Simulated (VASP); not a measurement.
# Sn5GeSe6 (P-3m1) in VASP: a series of runs

Runs on Sn5GeSe6. Level: PBE. Tasks: single point.

All numbers are computed with VASP 6.6.1; they aren't measurements. Logs are shortened: lines on timing, memory, paths and dates and some standing lists are left out, and cuts for length are marked.

### 1 The cell of the first run

Symmetry: P-3m1, No. 164, trigonal system. The conventional cell has a = 4.224 Å, b = 4.224 Å, c = 20.801 Å, α = 90.00°, β = 90.00°, γ = 120.00°. Sn (site symmetry 3m) has 6 Se at 3.01 to 3.02 Å within 4.0 Å. Within 4.4 Å of Sn (site symmetry 3m) lie 6 Se at 3.01 to 3.02 Å and 3 Ge at 4.11 Å and 9 Sn at 4.22 to 4.30 Å. Within 4.0 Å of Sn (site symmetry -3m) lie 6 Se at 3.01 Å. Within 3.8 Å of Ge (site symmetry -3m) lie 6 Se at 2.88 Å. Within 4.0 Å of Se (site symmetry 3m) lie 6 Sn at 3.01 to 3.02 Å. Se (site symmetry 3m) has 3 Ge at 2.88 Å and 3 Sn at 3.01 Å and 3 Se at 3.93 Å within 4.0 Å. Se (site symmetry 3m) has 6 Sn at 3.01 to 3.02 Å within 4.0 Å.

### 2 Single point, PBE

File INCAR:

```
  PREC = Accurate
  ENCUT = 520
  EDIFF = 1E-6
  ISMEAR = 0
  SIGMA = 0.1
  LREAL = False
  LASPH = True
  NELM = 80
  ALGO = Normal
  ISIF = 2
  LWAVE = False
  LCHARG = False
  GGA = PE
  NBANDS = 72
```

File KPOINTS:

```
regular mesh
0
Gamma
  6 6 1
```

File POSCAR:

```
Sn5GeSe6
1.0
    4.2242795327      0.0000000000      0.0000000000
   -2.1121397664      3.6583333880      0.0000000000
    0.0000000000      0.0000000000     20.8006972904
Sn Ge Se
5 1 6
Direct
    0.3333333333      0.6666666667      0.8295806632
    0.6666666667      0.3333333333      0.6590470552
    0.3333333333      0.6666666667      0.3409529448
    0.6666666667      0.3333333333      0.1704193368
    0.0000000000      0.0000000000      0.0000000000
    0.0000000000      0.0000000000      0.5000000000
    0.0000000000      0.0000000000      0.7443909728
    0.3333333333      0.6666666667      0.5740815241
    0.6666666667      0.3333333333      0.4259184759
    0.0000000000      0.0000000000      0.2556090272
    0.3333333333      0.6666666667      0.0851755580
    0.6666666667      0.3333333333      0.9148244420
```

Potentials or basis: VASP PAW PBE potentials, release 64 (Sn_d, Ge_d, Se).

On the command line:

```console
$ cat potpaw_PBE.64/Sn_d/POTCAR potpaw_PBE.64/Ge_d/POTCAR potpaw_PBE.64/Se/POTCAR > POTCAR
$ mpirun -np 1 vasp_std > vasp.out
```

OUTCAR:

```text
PREC = Accurate
   ENCUT = 520
   EDIFF = 1E-6
   ISMEAR = 0
   LREAL = False
   LASPH = True
   NELM = 80
   ISIF = 2
   GGA = PE

 ion  position               nearest neighbor table
   1  0.333  0.667  0.830-   7 3.01   7 3.01   7 3.01  12 3.02  12 3.02  12 3.02
   2  0.667  0.333  0.659-   8 3.01   8 3.01   8 3.01   7 3.02   7 3.02   7 3.02
   3  0.333  0.667  0.341-   9 3.01   9 3.01   9 3.01  10 3.02  10 3.02  10 3.02
   4  0.667  0.333  0.170-  10 3.01  10 3.01  10 3.01  11 3.02  11 3.02  11 3.02
   5  0.000  0.000  0.000-  11 3.01  12 3.01  12 3.01  11 3.01  12 3.01  11 3.01
   6  0.000  0.000  0.500-
   7  0.000  0.000  0.744-   1 3.01   1 3.01   1 3.01   2 3.02   2 3.02   2 3.02
   8  0.333  0.667  0.574-   2 3.01   2 3.01   2 3.01
   9  0.667  0.333  0.426-   3 3.01   3 3.01   3 3.01
  10  0.000  0.000  0.256-   4 3.01   4 3.01   4 3.01   3 3.02   3 3.02   3 3.02
  11  0.333  0.667  0.085-   5 3.01   5 3.01   5 3.01   4 3.02   4 3.02   4 3.02
  12  0.667  0.333  0.915-   5 3.01   5 3.01   5 3.01   1 3.02   1 3.02   1 3.02

  LATTYP: Found a hexagonal cell.
 ALAT       =     4.2242795327
 C/A-ratio  =     4.9240816403

  Lattice vectors:

 A1 = (   4.2242795327,   0.0000000000,   0.0000000000)
 A2 = (  -2.1121397664,   3.6583333880,   0.0000000000)
 A3 = (   0.0000000000,   0.0000000000,  20.8006972904)

Analysis of symmetry for initial positions (statically):
=====================================================================
 Subroutine PRICEL returns:
 Original cell was already a primitive cell.

 Routine SETGRP: Setting up the symmetry group for a
 hexagonal supercell.

 Subroutine GETGRP returns: Found 12 space group operations
 (whereof 12 operations were pure point group operations)
 out of a pool of 24 trial point group operations.

The static configuration has the point symmetry D_3d.

Analysis of symmetry for dynamics (positions and initial velocities):
=====================================================================
 Subroutine PRICEL returns:
 Original cell was already a primitive cell.

 Routine SETGRP: Setting up the symmetry group for a
 hexagonal supercell.

 Subroutine GETGRP returns: Found 12 space group operations
 (whereof 12 operations were pure point group operations)
 out of a pool of 24 trial point group operations.

The dynamic configuration has the point symmetry D_3d.

 Subroutine INISYM returns: Found 12 space group operations
 (whereof 12 operations are pure point group operations),
 and found     1 'primitive' translations

----------------------------------------------------------------------------------------

                                     Primitive cell

  volume of cell :     321.4503

  direct lattice vectors                    reciprocal lattice vectors
     4.224279533  0.000000000  0.000000000     0.236726758  0.136674258  0.000000000
    -2.112139766  3.658333388  0.000000000     0.000000000  0.273348515  0.000000000
     0.000000000  0.000000000 20.800697290     0.000000000  0.000000000  0.048075311

  length of vectors
     4.224279533  4.224279533 20.800697290     0.273348515  0.273348515  0.048075311

  position of ions in fractional coordinates (direct lattice)
     0.333333333  0.666666667  0.829580663
     0.666666667  0.333333333  0.659047055
     0.333333333  0.666666667  0.340952945
     0.666666667  0.333333333  0.170419337
     0.000000000  0.000000000  0.000000000
     0.000000000  0.000000000  0.500000000
     0.000000000  0.000000000  0.744390973
     0.333333333  0.666666667  0.574081524
     0.666666667  0.333333333  0.425918476
     0.000000000  0.000000000  0.255609027
     0.333333333  0.666666667  0.085175558
     0.666666667  0.333333333  0.914824442

  ion indices of the primitive-cell ions
   primitive index   ion index
                 1           1
                 2           2
                 3           3
                 4           4
                 5           5
                 6           6
                 7           7
                 8           8
                 9           9
                10          10
                11          11
                12          12

----------------------------------------------------------------------------------------

 KPOINTS: regular mesh

Automatic generation of k-mesh.
 Grid dimensions read from file:
 generate k-points for:    6    6    1

 Generating k-lattice:

  Cartesian coordinates                     Fractional coordinates (reciprocal lattice)
     0.039454460  0.022779043  0.000000000     0.166666667  0.000000000  0.000000000
     0.000000000  0.045558086  0.000000000     0.000000000  0.166666667  0.000000000
     0.000000000  0.000000000  0.048075311     0.000000000  0.000000000  1.000000000

  Length of vectors
     0.045558086  0.045558086  0.048075311

  Shift w.r.t. Gamma in fractional coordinates (k-lattice)
     0.000000000  0.000000000  0.000000000

 Subroutine IBZKPT returns following result:
 ===========================================

 Found      7 irreducible k-points:

 Following reciprocal coordinates:
            Coordinates               Weight
  0.000000  0.000000  0.000000      1.000000
  0.166667  0.000000  0.000000      6.000000
  0.333333  0.000000  0.000000      6.000000
  0.500000  0.000000  0.000000      3.000000
  0.166667  0.166667  0.000000      6.000000
  0.333333  0.166667  0.000000     12.000000
  0.333333  0.333333  0.000000      2.000000
   k-points           NKPTS =      7   k-points in BZ     NKDIM =      7   number of bands    NBANDS=     72
   number of dos      NEDOS =    301   number of ions     NIONS =     12
   total plane-waves  NPLWV = 163840
   dimension x,y,z NGX =    32 NGY =   32 NGZ =  160
   dimension x,y,z NGXF=    64 NGYF=   64 NGZF=  320
   ions per type =               5   1   6
   NGX,Y,Z   is equivalent  to a cutoff of  12.59, 12.59, 12.79 a.u.
   NGXF,Y,Z  is equivalent  to a cutoff of  25.19, 25.19, 25.58 a.u.
 SYSTEM =  unknown system
   PREC   = accura    normal or accurate (medium, high low for compatibility)
   ISTART =      0    job   : 0-new  1-cont  2-samecut
   ICHARG =      2    charge: 1-file 2-atom 10-const
   ISPIN  =      1    spin polarized calculation?
   LNONCOLLINEAR =      F non collinear calculations
   LSORBIT =      F    spin-orbit coupling
   LASPH  =      T    aspherical Exc in radial PAW
   ENCUT  =  520.0 eV  38.22 Ry    6.18 a.u.   7.85  7.85 38.68*2*pi/ulx,y,z
   NELM   =     80;   NELMIN=  2; NELMDL= -5     # of ELM steps
   EDIFF  = 0.1E-05   stopping-criterion for ELM
   LREAL  =      F    real-space projection
   EDIFFG = 0.1E-04   stopping-criterion for IOM
   NSW    =      0    number of steps for IOM
   IBRION =     -1    ionic relax: 0-MD 1-quasi-New 2-CG
   NFREE  =      0    steps in history (QN), initial steepest desc. (CG)
   ISIF   =      2    stress and relaxation
   ISYM   =      2    0-nonsym 1-usesym 2-fastsym
   POTIM  = 0.5000    time-step for ionic-motion
   TEBEG  =    0.0;   TEEND  =   0.0 temperature during run
   PSTRESS=    0.0 pullay stress
   NELECT =     120.0000    total number of electrons
   NUPDOWN=      -1.0000    fix difference up-down
   EMIN   =  10.00;   EMAX   =-10.00  energy-range for DOS
   EFERMI =   0.00;   METHOD = LEGACY
   ISMEAR =     0;   SIGMA  =   0.10  broadening in eV -4-tet -1-fermi 0-gaus
   EFERMI_NEDOS =   21; number of points for ismear=-14 and -15
   IALGO  =     38    algorithm
   IMIX   =      4    mixing-type and parameters
     AMIX     =   0.40;   BMIX     =  1.00
     AMIX_MAG =   1.60;   BMIX_MAG =  1.00
  volume/ion in A,a.u.               =      26.79       180.77
  Fermi-wavevector in a.u.,A,eV,Ry     =   1.178774  2.227560 18.905414  1.389509
  Thomas-Fermi vector in A             =   2.315097
   LORBIT       =      0    0 simple, 1 ext, 2 COOP (PROOUT), +10 PAW based schemes
   GGA     = PE    functional components
   LHFCALC =     F    Hartree Fock is set to
   AEXX    =    0.0000 exact exchange contribution
   IVDW    =     0    specifies the selected vdW correction
   LEPSILON=     F    determine dielectric tensor
   LRPA    =     F    only Hartree local field effects (RPA)
 non-spin polarized calculation
 Gauss-broadening in eV      SIGMA  =   0.10
  energy-cutoff  :      520.00
  volume of cell :      321.45
 maximum number of plane-waves:      8682
 NGX is ok and might be reduce to    32
   NGX = 15   NGY = 15   NGZ = 77

 number of electron     120.0000021 magnetization

 Free energy of the ion-electron system (eV)
  ---------------------------------------------------
  ext. energy  EPLUGINS =         0.00000000
  ---------------------------------------------------
  free energy    TOTEN  =       -49.51258002 eV

  energy without entropy =      -49.51251036  energy(sigma->0) =      -49.51254519

 E-fermi :   5.6018     XC(G=0):  -9.6211

 val. band max:        5.3923982578   @ k =   0.0000   0.0000   0.0000
 cond. band min:       5.8250957975   @ k =   0.5000   0.0000   0.0000
 fundamental gap:      0.4326975397
 Fermi energy:         5.6018310895

 k-point     1 :       0.0000    0.0000    0.0000
  band No.  band energies     occupation
      1     -19.6425      2.00000
      2     -19.6425      2.00000
      3     -19.6408      2.00000
      4     -19.6393      2.00000
      5     -19.6393      2.00000
      6     -16.2744      2.00000
[... 64 lines left out ...]
     71       8.4140      0.00000
     72       8.5002      0.00000

 k-point     2 :       0.1667    0.0000    0.0000
  band No.  band energies     occupation
      1     -19.6432      2.00000
      2     -19.6422      2.00000
      3     -19.6404      2.00000
      4     -19.6394      2.00000
      5     -19.6389      2.00000
      6     -16.2770      2.00000
[... 64 lines left out ...]
     71       8.5551      0.00000
     72       8.8224      0.00000

 k-point     3 :       0.3333    0.0000    0.0000
  band No.  band energies     occupation
      1     -19.6445      2.00000
      2     -19.6419      2.00000
      3     -19.6402      2.00000
      4     -19.6389      2.00000
      5     -19.6380      2.00000
      6     -16.2843      2.00000
[... 64 lines left out ...]
     71       8.6578      0.00000
     72       8.8172      0.00000

 k-point     4 :       0.5000    0.0000    0.0000
  band No.  band energies     occupation
      1     -19.6452      2.00000
      2     -19.6419      2.00000
      3     -19.6404      2.00000
      4     -19.6385      2.00000
      5     -19.6374      2.00000
      6     -16.2887      2.00000
[... 64 lines left out ...]
     71       8.8387      0.00000
     72       8.9111      0.00000

 k-point     5 :       0.1667    0.1667    0.0000
  band No.  band energies     occupation
      1     -19.6439      2.00000
      2     -19.6422      2.00000
      3     -19.6399      2.00000
      4     -19.6394      2.00000
      5     -19.6382      2.00000
      6     -16.2802      2.00000
[... 64 lines left out ...]
     71       8.8615      0.00000
     72       8.8784      0.00000

 k-point     6 :       0.3333    0.1667    0.0000
  band No.  band energies     occupation
      1     -19.6446      2.00000
      2     -19.6424      2.00000
      3     -19.6398      2.00000
      4     -19.6388      2.00000
      5     -19.6377      2.00000
      6     -16.2845      2.00000
[... 64 lines left out ...]
     71       9.2557      0.00000
     72       9.3217      0.00000

 k-point     7 :       0.3333    0.3333    0.0000
  band No.  band energies     occupation
      1     -19.6436      2.00000
      2     -19.6436      2.00000
      3     -19.6390      2.00000
      4     -19.6385      2.00000
      5     -19.6385      2.00000
      6     -16.2806      2.00000
[... 64 lines left out ...]
     71       9.5103      0.00000
     72       9.5111      0.00000

------------------------ aborting loop because EDIFF is reached ----------------------------------------

  FORCE on cell =-STRESS in cart. coord.  units (eV):
  Direction    XX          YY          ZZ          XY          YZ          ZX
  --------------------------------------------------------------------------------------
  -------------------------------------------------------------------------------------
  Total        0.0407341      0.0407341      0.0384940     -0.0000000      0.0000000     -0.0000000
  in kB        0.2030274      0.2030274      0.1918626     -0.0000000      0.0000000     -0.0000000
  external PRESSURE =       0.1993058 kB  Pullay stress =       0.0000000 kB

 VOLUME and BASIS-vectors are now :
 -----------------------------------------------------------------------------
  energy-cutoff  :      520.00
  volume of cell :      321.45
      direct lattice vectors                 reciprocal lattice vectors
     4.224279533  0.000000000  0.000000000     0.236726758  0.136674258  0.000000000
    -2.112139766  3.658333388  0.000000000     0.000000000  0.273348515  0.000000000
     0.000000000  0.000000000 20.800697290     0.000000000  0.000000000  0.048075311

 POSITION                                       TOTAL-FORCE (eV/Angst)
 -----------------------------------------------------------------------------------
     -0.00000      2.43889     17.25586        -0.000000      0.000000      0.011607
      2.11214      1.21944     13.70864         0.000000      0.000000      0.009358
     -0.00000      2.43889      7.09206         0.000000     -0.000000     -0.009358
      2.11214      1.21944      3.54484        -0.000000     -0.000000     -0.011607
      0.00000      0.00000      0.00000        -0.000000      0.000000      0.000000
      0.00000      0.00000     10.40035        -0.000000      0.000000      0.000000
      0.00000      0.00000     15.48385        -0.000000     -0.000000     -0.009028
     -0.00000      2.43889     11.94130         0.000000      0.000000     -0.002125
      2.11214      1.21944      8.85940         0.000000     -0.000000      0.002125
      0.00000      0.00000      5.31685        -0.000000      0.000000      0.009028
     -0.00000      2.43889      1.77171        -0.000000      0.000000      0.006021
      2.11214      1.21944     19.02899         0.000000     -0.000000     -0.006021
 -----------------------------------------------------------------------------------
    total drift:                               -0.000000      0.000000      0.000000

  FREE ENERGIE OF THE ION-ELECTRON SYSTEM (eV)
  ---------------------------------------------------
  free  energy   TOTEN  =       -49.5125800161 eV

  energy  without entropy=      -49.5125103558  energy(sigma->0) =      -49.51254519
```

It took 4.8 min on 1 thread of Intel Xeon Platinum 8259CL at 2.50GHz (Skylake/Cascade Lake), shared host; peak memory 0.49 GiB.

What came out:

| Property | Result |
| --- | --- |
| Free energy | -49.5126 eV |
| Pressure | 0.0 GPa |
| Largest force | 0.012 eV/Å |
| Band gap on the k mesh | 0.43 eV (least direct gap 0.46 eV) |

Forces in eV/Å, atoms in the order of the input:
```
Sn   0.000  0.000  0.012
Sn   0.000  0.000  0.009
Sn   0.000  0.000 -0.009
Sn   0.000  0.000 -0.012
Sn   0.000  0.000  0.000
Ge   0.000  0.000  0.000
Se   0.000  0.000 -0.009
Se   0.000  0.000 -0.002
Se   0.000  0.000  0.002
Se   0.000  0.000  0.009
Se   0.000  0.000  0.006
Se   0.000  0.000 -0.006
```

Caveat: spin-orbit coupling is left out, which moves the levels of the heavy elements; an odd mesh through Γ misses points on the zone boundary, where band edges can lie.

[end of part 1 of 2]
